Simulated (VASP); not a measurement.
# Rh: single point with PBE

Crystal: Rh.

```
Rh
1.0
     0.00000    1.87634    1.87634
     1.87634    0.00000    1.87634
     1.87634    1.87634    0.00000
Rh
1
Direct
  0.00000 0.00000 0.00000
```

* Program: VASP 6.6.1
* Task: single point
* Functional: PBE
* Potentials or basis: VASP PAW PBE potentials, release 64 (Rh_pv)
* Cutoff: 520 eV
* k mesh: 17 × 17 × 17
* Occupations: fermi-dirac, width 0.0612256 eV
* Spin: no spin polarisation
* Dipole correction: no
* Further INCAR settings: ALGO = Normal; EDIFF = 1e-06; NBANDS = 14

| Quantity | Value |
| --- | --- |
| Pressure | 18.7 GPa |

Levels at points of the mesh, in eV from the Fermi level:
| k point | band 4 | band 5 | band 6 | band 7 | band 8 | band 9 | band 10 | band 11 |
| --- | --- | --- | --- | --- | --- | --- | --- | --- |
| (0.00, 0.00, 0.00) | -8.26 | -3.27 | -3.27 | -3.27 | -1.05 | -1.05 | 15.96 | 20.42 |

Run time: 8.8 s on 1 thread of Intel(R) Xeon(R) 6975P-C (Granite Rapids) (shared host), peak memory 0.14 GiB.
